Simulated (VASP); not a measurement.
# PbSe (rocksalt type) (Fm-3m) in VASP: further runs

Runs on PbSe (rocksalt type). Level: PBE. Tasks: electric field gradients.

Program: VASP 6.6.1. These are calculated values, not measurements. Logs are shortened: lines on timing, memory, paths and dates and some standing lists are left out, and cuts for length are marked.

### 1 The cell of the first run

The structure is cubic, space group Fm-3m (No. 225). The conventional cell has a = 6.111 Å, b = 6.111 Å, c = 6.111 Å, α = 90.00°, β = 90.00°, γ = 90.00°. Within 4.0 Å of Pb (site symmetry m-3m) lie 6 Se at 3.06 Å. Within 4.0 Å of Se (site symmetry m-3m) lie 6 Pb at 3.06 Å.

### 2 Electric field gradients, PBE (28.52 Å³/atom)

File INCAR:

```
SYSTEM = PbSe
PREC = Accurate
ENCUT = 520
EDIFF = 1E-8
ISMEAR = -1
SIGMA = 0.03
LREAL = .FALSE.
LASPH = .TRUE.
NELM = 60
ALGO = Normal
ISIF = 2
LWAVE = .FALSE.
LCHARG = .FALSE.
GGA = PE
LEFG = .TRUE.
NBANDS = 17
```

File KPOINTS:

```
regular mesh
0
G
  10 10 10
  0 0 0
```

File POSCAR:

```
PbSe
1.0
    0.0000000000      3.0552737774      3.0552737774
    3.0552737774      0.0000000000      3.0552737774
    3.0552737774      3.0552737774      0.0000000000
Pb Se
1 1
Direct
    0.0000000000      0.0000000000      0.0000000000
    0.5000000000      0.5000000000      0.5000000000
```

Potentials or basis: VASP PAW PBE potentials, release 64 (Pb_d, Se).

The run is started by

```console
$ cat potpaw_PBE.64/Pb_d/POTCAR potpaw_PBE.64/Se/POTCAR > POTCAR
$ mpirun -np 1 vasp_std > vasp.out
```

OUTCAR:

```text
SYSTEM = PbSe
   PREC = Accurate
   ENCUT = 520
   EDIFF = 1E-8
   ISMEAR = -1
   LREAL = .FALSE.
   LASPH = .TRUE.
   NELM = 60
   ISIF = 2
   GGA = PE

 ion  position               nearest neighbor table
   1  0.000  0.000  0.000-   2 3.06   2 3.06   2 3.06   2 3.06   2 3.06   2 3.06
   2  0.500  0.500  0.500-   1 3.06   1 3.06   1 3.06   1 3.06   1 3.06   1 3.06

  LATTYP: Found a face centered cubic cell.
 ALAT       =     6.1105475548

  Lattice vectors:

 A1 = (   0.0000000000,   3.0552737774,   3.0552737774)
 A2 = (   3.0552737774,   0.0000000000,   3.0552737774)
 A3 = (   3.0552737774,   3.0552737774,   0.0000000000)

Analysis of symmetry for initial positions (statically):
=====================================================================
 Subroutine PRICEL returns:
 Original cell was already a primitive cell.

 Routine SETGRP: Setting up the symmetry group for a
 face centered cubic supercell.

 Subroutine GETGRP returns: Found 48 space group operations
 (whereof 48 operations were pure point group operations)
 out of a pool of 48 trial point group operations.

The static configuration has the point symmetry O_h .

Analysis of symmetry for dynamics (positions and initial velocities):
=====================================================================
 Subroutine PRICEL returns:
 Original cell was already a primitive cell.

 Routine SETGRP: Setting up the symmetry group for a
 face centered cubic supercell.

 Subroutine GETGRP returns: Found 48 space group operations
 (whereof 48 operations were pure point group operations)
 out of a pool of 48 trial point group operations.

The dynamic configuration has the point symmetry O_h .

 Subroutine INISYM returns: Found 48 space group operations
 (whereof 48 operations are pure point group operations),
 and found     1 'primitive' translations

----------------------------------------------------------------------------------------

                                     Primitive cell

  volume of cell :      57.0401

  direct lattice vectors                    reciprocal lattice vectors
     0.000000000  3.055273777  3.055273777    -0.163651455  0.163651455  0.163651455
     3.055273777  0.000000000  3.055273777     0.163651455 -0.163651455  0.163651455
     3.055273777  3.055273777  0.000000000     0.163651455  0.163651455 -0.163651455

  length of vectors
     4.320809613  4.320809613  4.320809613     0.283452635  0.283452635  0.283452635

  position of ions in fractional coordinates (direct lattice)
     0.000000000  0.000000000  0.000000000
     0.500000000  0.500000000  0.500000000

  ion indices of the primitive-cell ions
   primitive index   ion index
                 1           1
                 2           2

----------------------------------------------------------------------------------------

 KPOINTS: regular mesh

Automatic generation of k-mesh.
 Grid dimensions read from file:
 generate k-points for:   10   10   10

 Generating k-lattice:

  Cartesian coordinates                     Fractional coordinates (reciprocal lattice)
    -0.016365146  0.016365146  0.016365146     0.100000000  0.000000000  0.000000000
     0.016365146 -0.016365146  0.016365146     0.000000000  0.100000000  0.000000000
     0.016365146  0.016365146 -0.016365146     0.000000000  0.000000000  0.100000000

  Length of vectors
     0.028345264  0.028345264  0.028345264

  Shift w.r.t. Gamma in fractional coordinates (k-lattice)
     0.000000000  0.000000000  0.000000000

 Subroutine IBZKPT returns following result:
 ===========================================

 Found     47 irreducible k-points:

 Following reciprocal coordinates:
            Coordinates               Weight
  0.000000  0.000000  0.000000      1.000000
  0.100000  0.000000  0.000000      8.000000
  0.200000  0.000000  0.000000      8.000000
  0.300000  0.000000  0.000000      8.000000
  0.400000  0.000000  0.000000      8.000000
  0.500000  0.000000  0.000000      4.000000
[... 16 lines left out ...]
  0.300000  0.300000  0.000000      6.000000
  0.400000  0.300000  0.000000     24.000000
 [... further k-points ...]
   k-points           NKPTS =     47   k-points in BZ     NKDIM =     47   number of bands    NBANDS=     17
   number of dos      NEDOS =    301   number of ions     NIONS =      2
   total plane-waves  NPLWV =  32768
   dimension x,y,z NGX =    32 NGY =   32 NGZ =   32
   dimension x,y,z NGXF=    64 NGYF=   64 NGZF=   64
   ions per type =               1   1
   NGX,Y,Z   is equivalent  to a cutoff of  12.31, 12.31, 12.31 a.u.
   NGXF,Y,Z  is equivalent  to a cutoff of  24.62, 24.62, 24.62 a.u.
 SYSTEM =  PbSe
   PREC   = accura    normal or accurate (medium, high low for compatibility)
   ISTART =      0    job   : 0-new  1-cont  2-samecut
   ICHARG =      2    charge: 1-file 2-atom 10-const
   ISPIN  =      1    spin polarized calculation?
   LNONCOLLINEAR =      F non collinear calculations
   LSORBIT =      F    spin-orbit coupling
   LASPH  =      T    aspherical Exc in radial PAW
   ENCUT  =  520.0 eV  38.22 Ry    6.18 a.u.   8.03  8.03  8.03*2*pi/ulx,y,z
   NELM   =     60;   NELMIN=  2; NELMDL= -5     # of ELM steps
   EDIFF  = 0.1E-07   stopping-criterion for ELM
   LREAL  =      F    real-space projection
   EDIFFG = 0.1E-06   stopping-criterion for IOM
   NSW    =      0    number of steps for IOM
   IBRION =     -1    ionic relax: 0-MD 1-quasi-New 2-CG
   NFREE  =      0    steps in history (QN), initial steepest desc. (CG)
   ISIF   =      2    stress and relaxation
   ISYM   =      2    0-nonsym 1-usesym 2-fastsym
   POTIM  = 0.5000    time-step for ionic-motion
   TEBEG  =    0.0;   TEEND  =   0.0 temperature during run
   PSTRESS=    0.0 pullay stress
   NELECT =      20.0000    total number of electrons
   NUPDOWN=      -1.0000    fix difference up-down
   EMIN   =  10.00;   EMAX   =-10.00  energy-range for DOS
   EFERMI =   0.00;   METHOD = LEGACY
   ISMEAR =    -1;   SIGMA  =   0.03  broadening in eV -4-tet -1-fermi 0-gaus
   EFERMI_NEDOS =   21; number of points for ismear=-14 and -15
   IALGO  =     38    algorithm
   IMIX   =      4    mixing-type and parameters
     AMIX     =   0.40;   BMIX     =  1.00
     AMIX_MAG =   1.60;   BMIX_MAG =  1.00
  volume/ion in A,a.u.               =      28.52       192.46
  Fermi-wavevector in a.u.,A,eV,Ry     =   1.154405  2.181508 18.131802  1.332650
  Thomas-Fermi vector in A             =   2.291041
   LORBIT       =      0    0 simple, 1 ext, 2 COOP (PROOUT), +10 PAW based schemes
   GGA     = PE    functional components
   LHFCALC =     F    Hartree Fock is set to
   AEXX    =    0.0000 exact exchange contribution
   IVDW    =     0    specifies the selected vdW correction
   LEPSILON=     F    determine dielectric tensor
   LRPA    =     F    only Hartree local field effects (RPA)
 non-spin polarized calculation
  energy-cutoff  :      520.00
  volume of cell :       57.04
 maximum number of plane-waves:      1572
   NGX = 17   NGY = 17   NGZ = 17

 number of electron      20.0000002 magnetization

 Free energy of the ion-electron system (eV)
  ---------------------------------------------------
  ext. energy  EPLUGINS =         0.00000000
  ---------------------------------------------------
  free energy    TOTEN  =        -8.17263406 eV

  energy without entropy =       -8.17260628  energy(sigma->0) =       -8.17262017

 E-fermi :   5.2774     XC(G=0):  -9.5542

 val. band max:        5.1407655169   @ k =   0.5000   0.0000   0.0000
 cond. band min:       5.4140439957   @ k =   0.5000   0.0000   0.0000
 fundamental gap:      0.2732784788
 Fermi energy:         5.2774050059

 k-point     1 :       0.0000    0.0000    0.0000
  band No.  band energies     occupation
      1     -11.7110      2.00000
      2     -11.7110      2.00000
      3     -11.7110      2.00000
      4     -11.7072      2.00000
      5     -11.7072      2.00000
      6      -8.5036      2.00000
[... 9 lines left out ...]
     16      11.6391      0.00000
     17      13.2926      0.00000

 k-point     2 :       0.1000    0.0000    0.0000
  band No.  band energies     occupation
      1     -11.7108      2.00000
      2     -11.7108      2.00000
      3     -11.7106      2.00000
      4     -11.7066      2.00000
      5     -11.7066      2.00000
      6      -8.4266      2.00000
[... 9 lines left out ...]
     16      11.8686      0.00000
     17      14.1041      0.00000

 k-point     3 :       0.2000    0.0000    0.0000
  band No.  band energies     occupation
      1     -11.7167      2.00000
      2     -11.7167      2.00000
      3     -11.7097      2.00000
      4     -11.6987      2.00000
      5     -11.6987      2.00000
      6      -8.2072      2.00000
[... 9 lines left out ...]
     16      12.4473      0.00000
     17      15.5698      0.00000

 k-point     4 :       0.3000    0.0000    0.0000
  band No.  band energies     occupation
      1     -11.7243      2.00000
      2     -11.7243      2.00000
      3     -11.7088      2.00000
      4     -11.6883      2.00000
      5     -11.6883      2.00000
      6      -7.8881      2.00000
[... 9 lines left out ...]
     16      13.3252      0.00000
     17      16.9549      0.00000

 k-point     5 :       0.4000    0.0000    0.0000
  band No.  band energies     occupation
      1     -11.7305      2.00000
      2     -11.7305      2.00000
      3     -11.7083      2.00000
      4     -11.6799      2.00000
      5     -11.6799      2.00000
      6      -7.5689      2.00000
[... 9 lines left out ...]
     16      14.4398      0.00000
     17      16.3078      0.00000

 k-point     6 :       0.5000    0.0000    0.0000
  band No.  band energies     occupation
      1     -11.7329      2.00000
      2     -11.7329      2.00000
      3     -11.7081      2.00000
      4     -11.6767      2.00000
      5     -11.6767      2.00000
      6      -7.4241      2.00000
[... 9 lines left out ...]
     16      15.2849      0.00000
     17      15.3171      0.00000
[... 281 lines left out ...]
 k-point    21 :      -0.3000    0.2000    0.0000
  band No.  band energies     occupation
      1     -11.7457      2.00000
      2     -11.7234      2.00000
      3     -11.7013      2.00000
      4     -11.6872      2.00000
      5     -11.6859      2.00000
      6      -7.4679      2.00000
[... 9 lines left out ...]
     16      14.7580      0.00000
     17      15.9334      0.00000

 k-point    22 :      -0.2000    0.2000    0.0000
  band No.  band energies     occupation
      1     -11.7308      2.00000
      2     -11.7227      2.00000
      3     -11.7059      2.00000
      4     -11.6943      2.00000
      5     -11.6872      2.00000
      6      -7.7721      2.00000
[... 9 lines left out ...]
     16      14.6865      0.00000
     17      15.2944      0.00000

 k-point    23 :       0.3000    0.3000    0.0000
  band No.  band energies     occupation
      1     -11.7790      2.00000
      2     -11.7231      2.00000
      3     -11.6945      2.00000
      4     -11.6818      2.00000
      5     -11.6818      2.00000
      6      -7.6560      2.00000
[... 9 lines left out ...]
     16      15.1686      0.00000
     17      15.6823      0.00000

 k-point    24 :       0.4000    0.3000    0.0000
  band No.  band energies     occupation
      1     -11.7965      2.00000
      2     -11.7231      2.00000
      3     -11.6960      2.00000
      4     -11.6769      2.00000
      5     -11.6742      2.00000
      6      -7.4048      2.00000
[... 9 lines left out ...]
     16      15.8681      0.00000
     17      16.5987      0.00000

 [... further k-points ...]

------------------------ aborting loop because EDIFF is reached ----------------------------------------

  FORCE on cell =-STRESS in cart. coord.  units (eV):
  Direction    XX          YY          ZZ          XY          YZ          ZX
  --------------------------------------------------------------------------------------
  -------------------------------------------------------------------------------------
  Total        0.9714234      0.9714234      0.9714234      0.0000000      0.0000000     -0.0000000
  in kB       27.2859293     27.2859293     27.2859293      0.0000000      0.0000000     -0.0000000
  external PRESSURE =      27.2859293 kB  Pullay stress =       0.0000000 kB

 VOLUME and BASIS-vectors are now :
 -----------------------------------------------------------------------------
  energy-cutoff  :      520.00
  volume of cell :       57.04
      direct lattice vectors                 reciprocal lattice vectors
     0.000000000  3.055273777  3.055273777    -0.163651455  0.163651455  0.163651455
     3.055273777  0.000000000  3.055273777     0.163651455 -0.163651455  0.163651455
     3.055273777  3.055273777  0.000000000     0.163651455  0.163651455 -0.163651455

 POSITION                                       TOTAL-FORCE (eV/Angst)
 -----------------------------------------------------------------------------------
      0.00000      0.00000      0.00000        -0.000000      0.000000     -0.000000
      3.05527      3.05527      3.05527         0.000000     -0.000000      0.000000
 -----------------------------------------------------------------------------------
    total drift:                                0.000000     -0.000000     -0.000000

  FREE ENERGIE OF THE ION-ELECTRON SYSTEM (eV)
  ---------------------------------------------------
  free  energy   TOTEN  =        -8.1726340566 eV

  energy  without entropy=       -8.1726062774  energy(sigma->0) =       -8.17262017

 Electric field gradients (V/A^2)
---------------------------------------------------------------------
 ion       V_xx      V_yy      V_zz      V_xy      V_xz      V_yz
---------------------------------------------------------------------
   1      -0.000    -0.000     0.000     0.000     0.000     0.000
   2      -0.000    -0.000     0.000     0.000     0.000     0.000
---------------------------------------------------------------------

 Electric field gradients after diagonalization (V/A^2)
 (convention: |V_zz| > |V_xx| > |V_yy|)
----------------------------------------------------------------------
 ion       V_xx      V_yy      V_zz     asymmetry (V_yy - V_xx)/ V_zz
----------------------------------------------------------------------
   1      -0.000    -0.000     0.000       0.000
   2      -0.000    -0.000     0.000       0.000
----------------------------------------------------------------------

           NMR quadrupolar parameters

 Cq : quadrupolar parameter    Cq=e*Q*V_zz/h
 eta: asymmetry parameters     (V_yy - V_xx)/ V_zz
 Q  : nuclear electric quadrupole moment in mb (millibarn)
----------------------------------------------------------------------
 ion       Cq(MHz)       eta       Q (mb)
----------------------------------------------------------------------
   1       0.000       0.000       1.000
   2       0.000       0.000       1.000
----------------------------------------------------------------------
```

Wall time 54 s (1 thread of Intel Xeon 8259CL, shared host); peak memory 0.2 GiB.

What came out:

```yaml
Free_energy: -8.1726 eV
Pressure: 2.7 GPa
Band_gap_on_the_k_mesh: 0.27 eV
Largest_electric_field_gradient_by_atom: under 0.05 V/Å² on every atom
```

Levels at points of the mesh, in eV from the valence-band top:
```csv
k point,band 7,band 8,band 9,band 10,band 11,band 12,band 13,band 14
"(0.00, 0.00, 0.00)",-6.30,-1.91,-1.91,-1.91,4.72,4.72,4.72,6.50
"(0.50, 0.00, 0.00)",-8.84,-1.50,-1.50,0.00,0.27,1.68,1.68,8.55
"(0.50, 0.50, 0.00)",-7.40,-5.03,-3.27,-3.27,3.67,5.63,5.63,6.07
```

Caveat: spin-orbit coupling is left out, which moves the levels of the heavy elements. A k mesh can miss the band edges.

(Part 1 of 3 ends here.)
